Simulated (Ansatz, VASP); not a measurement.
## Mg: VASP beside Ansatz

Contents of INCAR:

```
ALGO = Normal
EDIFF = 1E-6
ENCUT = 520
GGA = PE
ISIF = 2
ISMEAR = 0
LASPH = T
LCHARG = F
LREAL = F
LWAVE = F
NBANDS = 7
NELM = 100
PREC = Accurate
SIGMA = 0.15
```

File KPOINTS:

```
k-points
0
Gamma
  18 18 18
```

File POSCAR:

```
Mg
1.0
   -1.7594687630      1.7727644967      1.7594687630
    1.7860602304     -1.7727644967      1.7860602304
    1.7594687630      1.7727644967     -1.7594687630
Mg
1
Direct
    0.0000000000      0.0000000000      0.0000000000
```

Input for Ansatz:

```yaml
crystal:
  lattice:
    - [-1.759468763, 1.7727644967, 1.759468763]
    - [1.7860602304, -1.7727644967, 1.7860602304]
    - [1.759468763, 1.7727644967, -1.759468763]
  atoms:
    - { symbol: Mg, position: [0.0, 0.0, 0.0] }
basis:
  ecutwfc: 420
kpoints:
  mp_grid: { grid: [18, 18, 18] }
hamiltonian:
  xc: pbe
scf:
  occupations: { method: gaussian, width: 0.15 }
output:
  forces: true
  stress: true
  eigenvalues: true
  write_density: true
  write_potential: true
  elf: true
  volumetric_format: npy
```

Change from the starting cell: strain +0.0150 x Voigt [0, 0, 0, 0, 1, 0], atoms carried along.

Alike in both runs: task single point; functional PBE; k mesh 18 × 18 × 18; occupations gaussian, width 0.15 eV; no spin polarisation.

|  | VASP | Ansatz |
| --- | --- | --- |
| version | VASP 6.6.1 | Ansatz 0.2.0 |
| potentials or method | VASP PAW PBE potentials, release 64 (Mg), cutoff 520 eV | scalar-relativistic, plane waves, PAW |
| valence electrons in the cell | 2 | 10 |

Ansatz gave:

```
gap on the k mesh at the Fermi level (eV)                     : none
pressure (GPa)                                                : 1.1
traceless stress, the component that is largest in VASP (GPa) : -0.59
```

Task: Estimate VASP's values.

Result: gap on the k mesh at the Fermi level (eV): none; pressure (GPa): 0.9; traceless stress, the component that is largest in VASP (GPa): -0.59.

A gap of «none» marks a metal or a gap that the smearing closes. VASP's potentials hold 2 valence electrons a cell and Ansatz's 10, so a difference there can come from the potentials and not from the codes.
